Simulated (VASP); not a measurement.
Input of a VASP 6.6.1 run:

Contents of INCAR:

```
ALGO = Normal
EDIFF = 1E-6
EDIFFG = -0.04
ENCUT = 600
GGA = PE
IBRION = 2
ISIF = 3
ISMEAR = 0
LASPH = T
LCHARG = F
LREAL = F
LWAVE = F
NELM = 60
NSW = 90
PREC = Accurate
SIGMA = 0.1
```

The input KPOINTS:

```
k-points
0
Gamma
  4 4 4
```

POSCAR

```
P
1.0
   -3.4433857600      3.4433857600      2.8412167200
    3.4433857600     -3.4433857600      2.8412167200
    3.4433857600      3.4433857600     -2.8412167200
P
8
Direct
    0.5385858800      0.0385858800      0.2035503400
    0.8350355400      0.3350355400      0.7964496600
    0.0385858800      0.8350355400      0.5000000000
    0.3350355400      0.5385858800      0.5000000000
    0.6649644600      0.4614141200      0.5000000000
    0.9614141200      0.1649644600      0.5000000000
    0.1649644600      0.6649644600      0.2035503400
    0.4614141200      0.9614141200      0.7964496600
```

Potentials or basis: VASP PAW PBE potentials, release 64 (P).

The run is started by

```bash
$ cat potpaw_PBE.64/P/POTCAR > POTCAR
$ mpirun -np 1 vasp_std > vasp.out
```

Question: Predict the relaxed cell.

Answer: a = 6.311 Å, b = 6.311 Å, c = 6.311 Å, α = 98.65°, β = 98.65°, γ = 134.36°.

Question: What does it give for the relaxed volume?

Answer: 20.70 Å³/atom.

Final structure:
```xyz
8
Lattice="-4.1131 4.1131 2.4475 4.1131 -4.1131 2.4475 4.1131 4.1131 -2.4475" Properties=species:S:1:pos:R:3 pbc="T T T"
P    -1.2376    2.8754    1.1113
P     1.2376    5.3507    1.1113
P     5.3507   -1.2376    1.1113
P     2.8754    1.2376    1.1113
P     1.2376    2.8754    1.3362
P    -1.2376    5.3507    1.3362
P     2.8754   -1.2376    1.3362
P     5.3507    1.2376    1.3362
```

Caveat: the volume moved by over 15 % at a fixed basis, so the end points are rough.
